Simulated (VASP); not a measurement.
# TaSi2 (C2) in VASP: notebook, part 3 of 3

VASP 6.6.1. The steps go on from the part before.

## Step 5: Single point, PBE (atom 4 (Si) moved +0.100 Å towards its neighbour atom 1 (Ta) at 2.839 Å)

INCAR reads:

```
  PREC = Accurate
  ENCUT = 520
  EDIFF = 1E-6
  ISMEAR = 0
  SIGMA = 0.15
  LREAL = F
  LASPH = T
  NELM = 80
  ALGO = Fast
  ISIF = 2
  LWAVE = F
  LCHARG = T
  GGA = PE
  LELF = T
  LVHAR = T
  NBANDS = 38
```

KPOINTS reads:

```
Automatic mesh
0
Gamma
  9 9 6
```

POSCAR reads:

```
TaSi2
1.0
    4.8051009126      0.0000000000      0.0000000000
   -2.4025504563      4.1613394580      0.0000000000
    0.0000000000      0.0000000000      6.5988658829
Ta Si
3 6
Direct
    0.5000000000      0.0000000000      0.5000000000
    0.5000000000      0.5000000000      0.8333333333
    0.0000000000      0.5000000000      0.1666666667
    0.1709353545      0.3418707090      0.5000000000
    0.8410800075      0.1589199925      0.8333333333
    0.6821600150      0.8410800075      0.1666666667
    0.8410800075      0.6821600150      0.5000000000
    0.1589199925      0.8410800075      0.8333333333
    0.3178399850      0.1589199925      0.1666666667
```

Potentials or basis: VASP PAW PBE potentials, release 64 (Ta_pv, Si).

Run with:

```console
> cat potpaw_PBE.64/Ta_pv/POTCAR potpaw_PBE.64/Si/POTCAR > POTCAR
> mpirun -np 1 vasp_std > vasp.out
```

OUTCAR:

```text
PREC = Accurate
   ENCUT = 520
   EDIFF = 1E-6
   ISMEAR = 0
   LREAL = F
   LASPH = T
   NELM = 80
   ISIF = 2
   GGA = PE

 ion  position               nearest neighbor table
   1  0.500  0.000  0.500-   5 2.62   8 2.62   6 2.62   9 2.62   4 2.74   7 2.74   7 2.74   4 2.79
                             4 2.79   7 2.84   2 3.26   2 3.26   3 3.26   3 3.26
   2  0.500  0.500  0.833-   4 2.59   7 2.62   6 2.62   9 2.62   5 2.74   8 2.74   8 2.74   5 2.74
                             8 2.84   5 2.84   1 3.26   1 3.26   3 3.26   3 3.26
   3  0.000  0.500  0.167-   4 2.59   7 2.62   5 2.62   8 2.62   9 2.74   6 2.74   9 2.74   6 2.74
                             6 2.84   9 2.84   1 3.26   1 3.26   2 3.26   2 3.26
   4  0.171  0.342  0.500-   2 2.59   3 2.59   9 2.59   5 2.59   1 2.74   7 2.75   7 2.79   7 2.79
                             1 2.79   1 2.79
   5  0.841  0.159  0.833-   6 2.57   4 2.59   1 2.62   3 2.62   8 2.65   2 2.74   2 2.74   2 2.84
                             8 2.84   8 2.84
   6  0.682  0.841  0.167-   7 2.57   5 2.57   1 2.62   2 2.62   9 2.65   3 2.74   3 2.74   3 2.84
                             9 2.84   9 2.84
   7  0.841  0.682  0.500-   6 2.57   8 2.57   2 2.62   3 2.62   1 2.74   1 2.74   4 2.75   4 2.79
                             4 2.79   1 2.84
   8  0.159  0.841  0.833-   7 2.57   9 2.57   1 2.62   3 2.62   5 2.65   2 2.74   2 2.74   2 2.84
                             5 2.84   5 2.84
   9  0.318  0.159  0.167-   8 2.57   4 2.59   1 2.62   2 2.62   6 2.65   3 2.74   3 2.74   3 2.84
                             6 2.84   6 2.84

  LATTYP: Found a hexagonal cell.
 ALAT       =     4.8051009126
 C/A-ratio  =     1.3733043287

  Lattice vectors:

 A1 = (   4.8051009126,   0.0000000000,   0.0000000000)
 A2 = (  -2.4025504563,   4.1613394580,   0.0000000000)
 A3 = (   0.0000000000,   0.0000000000,   6.5988658829)

Analysis of symmetry for initial positions (statically):
=====================================================================
 Subroutine PRICEL returns:
 Original cell was already a primitive cell.

 Routine SETGRP: Setting up the symmetry group for a
 hexagonal supercell.

 Subroutine GETGRP returns: Found  2 space group operations
 (whereof  2 operations were pure point group operations)
 out of a pool of 24 trial point group operations.

The static configuration has the point symmetry C_2 .

Analysis of symmetry for dynamics (positions and initial velocities):
=====================================================================
 Subroutine PRICEL returns:
 Original cell was already a primitive cell.

 Routine SETGRP: Setting up the symmetry group for a
 hexagonal supercell.

 Subroutine GETGRP returns: Found  2 space group operations
 (whereof  2 operations were pure point group operations)
 out of a pool of 24 trial point group operations.

The dynamic configuration has the point symmetry C_2 .

 Subroutine INISYM returns: Found  2 space group operations
 (whereof  2 operations are pure point group operations),
 and found     1 'primitive' translations

----------------------------------------------------------------------------------------

                                     Primitive cell

  volume of cell :     131.9487

  direct lattice vectors                    reciprocal lattice vectors
[... 61 lines left out ...]
  0.222222  0.000000  0.000000      4.000000
  0.000000  0.222222  0.000000      2.000000
  0.333333  0.000000  0.000000      4.000000
[... 16 lines left out ...]
 -0.222222 -0.444444  0.000000      4.000000
  0.444444  0.333333  0.000000      4.000000
 [... further k-points ...]
   k-points           NKPTS =    140   k-points in BZ     NKDIM =    140   number of bands    NBANDS=     38
   number of dos      NEDOS =    301   number of ions     NIONS =      9
   total plane-waves  NPLWV =  64800
   dimension x,y,z NGX =    36 NGY =   36 NGZ =   50
   dimension x,y,z NGXF=    72 NGYF=   72 NGZF=  100
   ions per type =               3   6
   NGX,Y,Z   is equivalent  to a cutoff of  12.46, 12.46, 12.60 a.u.
   NGXF,Y,Z  is equivalent  to a cutoff of  24.91, 24.91, 25.19 a.u.
 SYSTEM =  unknown system
   PREC   = accura    normal or accurate (medium, high low for compatibility)
   ISTART =      0    job   : 0-new  1-cont  2-samecut
   ICHARG =      2    charge: 1-file 2-atom 10-const
   ISPIN  =      1    spin polarized calculation?
   LNONCOLLINEAR =      F non collinear calculations
   LSORBIT =      F    spin-orbit coupling
   LASPH  =      T    aspherical Exc in radial PAW
   ENCUT  =  520.0 eV  38.22 Ry    6.18 a.u.   8.93  8.93 12.27*2*pi/ulx,y,z
   NELM   =     80;   NELMIN=  2; NELMDL= -5     # of ELM steps
   EDIFF  = 0.1E-05   stopping-criterion for ELM
   LREAL  =      F    real-space projection
   EDIFFG = 0.1E-04   stopping-criterion for IOM
   NSW    =      0    number of steps for IOM
   IBRION =     -1    ionic relax: 0-MD 1-quasi-New 2-CG
   NFREE  =      0    steps in history (QN), initial steepest desc. (CG)
   ISIF   =      2    stress and relaxation
   ISYM   =      2    0-nonsym 1-usesym 2-fastsym
   POTIM  = 0.5000    time-step for ionic-motion
   TEBEG  =    0.0;   TEEND  =   0.0 temperature during run
   PSTRESS=    0.0 pullay stress
   NELECT =      57.0000    total number of electrons
   NUPDOWN=      -1.0000    fix difference up-down
   EMIN   =  10.00;   EMAX   =-10.00  energy-range for DOS
   EFERMI =   0.00;   METHOD = LEGACY
   ISMEAR =     0;   SIGMA  =   0.15  broadening in eV -4-tet -1-fermi 0-gaus
   EFERMI_NEDOS =   21; number of points for ismear=-14 and -15
   IALGO  =     68    algorithm
   IMIX   =      4    mixing-type and parameters
     AMIX     =   0.40;   BMIX     =  1.00
     AMIX_MAG =   1.60;   BMIX_MAG =  1.00
  volume/ion in A,a.u.               =      14.66        98.94
  Fermi-wavevector in a.u.,A,eV,Ry     =   1.237556  2.338641 20.837927  1.531544
  Thomas-Fermi vector in A             =   2.372118
   LORBIT       =      0    0 simple, 1 ext, 2 COOP (PROOUT), +10 PAW based schemes
   GGA     = PE    functional components
   LHFCALC =     F    Hartree Fock is set to
   AEXX    =    0.0000 exact exchange contribution
   IVDW    =     0    specifies the selected vdW correction
   LEPSILON=     F    determine dielectric tensor
   LRPA    =     F    only Hartree local field effects (RPA)
 non-spin polarized calculation
 RMM-DIIS sequential band-by-band and
 Gauss-broadening in eV      SIGMA  =   0.15
  energy-cutoff  :      520.00
  volume of cell :      131.95
 maximum number of plane-waves:      3573
   NGX = 17   NGY = 17   NGZ = 25

 number of electron      57.0000007 magnetization

 Free energy of the ion-electron system (eV)
  ---------------------------------------------------
  ext. energy  EPLUGINS =         0.00000000
  ---------------------------------------------------
  free energy    TOTEN  =       -72.23306180 eV

  energy without entropy =      -72.18416842  energy(sigma->0) =      -72.20861511

 E-fermi :   9.2232     XC(G=0): -12.0153

 val. band max:        9.2171951973   @ k =   0.3333   0.1111   0.3333
 cond. band min:       9.2345078379   @ k =   0.0000   0.3333   0.3333
 fundamental gap:      0.0173126406
 Fermi energy:         9.2232287060

 k-point     1 :       0.0000    0.0000    0.0000
  band No.  band energies     occupation
      1     -25.1979      2.00000
      2     -25.1871      2.00000
      3     -25.1785      2.00000
      4     -25.1179      2.00000
      5     -25.1056      2.00000
      6     -25.0327      2.00000
[... 973 lines left out ...]
     37      12.2776      0.00000
     38      12.9944      0.00000

 [... further k-points ...]
[... 5 lines left out ...]
  --------------------------------------------------------------------------------------
  -------------------------------------------------------------------------------------
  Total        0.1192336      0.0449600      0.4828213      0.0000000      0.0000000      0.2494316
  in kB        1.4477857      0.5459236      5.8626244      0.0000000      0.0000000      3.0287057
  external PRESSURE =       2.6187779 kB  Pullay stress =       0.0000000 kB

 VOLUME and BASIS-vectors are now :
 -----------------------------------------------------------------------------
  energy-cutoff  :      520.00
  volume of cell :      131.95
      direct lattice vectors                 reciprocal lattice vectors
     4.805100913  0.000000000  0.000000000     0.208112175  0.120153620  0.000000000
    -2.402550456  4.161339458  0.000000000     0.000000000  0.240307240  0.000000000
     0.000000000  0.000000000  6.598865883     0.000000000  0.000000000  0.151541192

 POSITION                                       TOTAL-FORCE (eV/Angst)
 -----------------------------------------------------------------------------------
      2.40255      0.00000      3.29943         0.000000      0.349960      0.000000
      1.20128      2.08067      5.49905         0.052386      0.060567      0.124433
     -1.20128      2.08067      1.09981        -0.052386      0.060567     -0.124433
      0.00000      1.42264      3.29943        -0.000000     -0.757768      0.000000
      3.65966      0.66132      5.49905         0.050378     -0.023500     -0.079932
      1.25711      3.50002      1.09981         0.040502      0.069553      0.018379
      2.40255      2.83870      3.29943        -0.000000      0.194568      0.000000
     -1.25711      3.50002      5.49905        -0.040502      0.069553     -0.018379
      1.14544      0.66132      1.09981        -0.050378     -0.023500      0.079932
 -----------------------------------------------------------------------------------
    total drift:                                0.000000     -0.000005     -0.000000

  FREE ENERGIE OF THE ION-ELECTRON SYSTEM (eV)
  ---------------------------------------------------
  free  energy   TOTEN  =       -72.2330618025 eV

  energy  without entropy=      -72.1841684190  energy(sigma->0) =      -72.20861511
```

It took 19 min on 1 thread of Oxide Virtual Turin-like, shared host; peak memory 0.58 GiB.

Results:

* Free energy: -72.2331 eV
* Pressure: 0.3 GPa
* Largest force: 0.758 eV/Å
* Band gap on the k mesh: zero (an odd number of electrons rules out a gap without spin polarisation)

Forces on the atoms (eV/Å):
```
Ta   0.000  0.350  0.000
Ta   0.052  0.061  0.124
Ta  -0.052  0.061 -0.124
Si   0.000 -0.758  0.000
Si   0.050 -0.024 -0.080
Si   0.041  0.070  0.018
Si   0.000  0.195  0.000
Si  -0.041  0.070 -0.018
Si  -0.050 -0.024  0.080
```

Stress tensor (GPa, compression positive):
```
0.14 0.00 0.30
0.00 0.05 0.00
0.30 0.00 0.59
```

Caveat: the cell differs from its parent crystal (atom 4 (Si) moved +0.100 Å towards its neighbour atom 1 (Ta) at 2.839 Å); spin-orbit coupling is left out, which moves the levels of the heavy elements; an odd number of electrons without spin polarisation forces a metal; a magnetic or distorted state may lie lower.

## Step 6: Overview

| cell | further INCAR settings | gap on the mesh (eV) | pressure (GPa) | largest force (eV/Å) |
| --- | --- | --- | --- | --- |
| as given, atomic positions A | ALGO = Fast; EDIFF = 1e-06; NBANDS = 38 | none | 0.2 | 0.80 |
| as given, atomic positions B | ALGO = Fast; EDIFF = 1e-06; NBANDS = 38 | none | 0.2 | 0.60 |
| as given, atomic positions C | ALGO = Fast; EDIFF = 1e-07; NBANDS = 38 | none | 0.1 | 0.16 |
| as given, atomic positions D | ALGO = Fast; EDIFF = 1e-06; NBANDS = 38 | none | 0.3 | 0.76 |

Alike in all rows: task single point; level PBE; potentials or basis VASP PAW PBE potentials, release 64 (Ta_pv, Si); no spin polarisation; k mesh 9 × 9 × 6; cutoff (eV) 520; smearing gaussian 0.15 eV.

Caveats: spin-orbit coupling is left out, which moves the levels of the heavy elements; an odd number of electrons without spin polarisation forces a metal; a magnetic or distorted state may lie lower.

Total energies depend on the potentials used, so only differences within one code and one set of settings carry meaning.

The gap in the log of VASP goes by the Fermi energy; the results here count the filled bands.